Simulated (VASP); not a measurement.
A run of VASP 6.6.1:

Contents of INCAR:

```
PREC     = Accurate       # precision mode
ENCUT    = 520            # plane-wave cutoff, eV
EDIFF    = 1E-6           # SCF threshold, eV
ISMEAR   = 0              # smearing method
SIGMA    = 0.02           # smearing width, eV
LREAL    = F              # projectors in reciprocal space
LASPH    = T              # aspherical terms in the spheres
NELM     = 60             # most SCF steps
ALGO     = Normal         # electronic algorithm
ISIF     = 2              # what is computed and relaxed
LWAVE    = F              # write WAVECAR
LCHARG   = F              # write CHGCAR
GGA      = PE             # functional
NBANDS   = 15             # bands
```

KPOINTS

```
Automatic mesh
0
Gamma
  8 8 8
```

The input POSCAR:

```
CaSe
1.0
    0.0000000000      2.9793658633      2.9793658633
    2.9793658633      0.0000000000      2.9793658633
    2.9793658633      2.9793658633      0.0000000000
Ca Se
1 1
Direct
    0.0000000000      0.0000000000      0.0000000000
    0.5000000000      0.5000000000      0.5000000000
```

Potentials or basis: VASP PAW PBE potentials, release 64 (Ca_sv, Se).

Command:

```sh
$ cat potpaw_PBE.64/Ca_sv/POTCAR potpaw_PBE.64/Se/POTCAR > POTCAR
$ mpirun -np 1 vasp_std > vasp.out
```

Hardware: 1 thread of AMD EPYC 7R13, on a shared host.

Question: How long does it take, and how much memory?

Answer: Wall time 43 s on 1 thread of AMD EPYC 7R13, on a shared host, peak memory 0.15 GiB. Counts: scf iterations 13, k points 29.
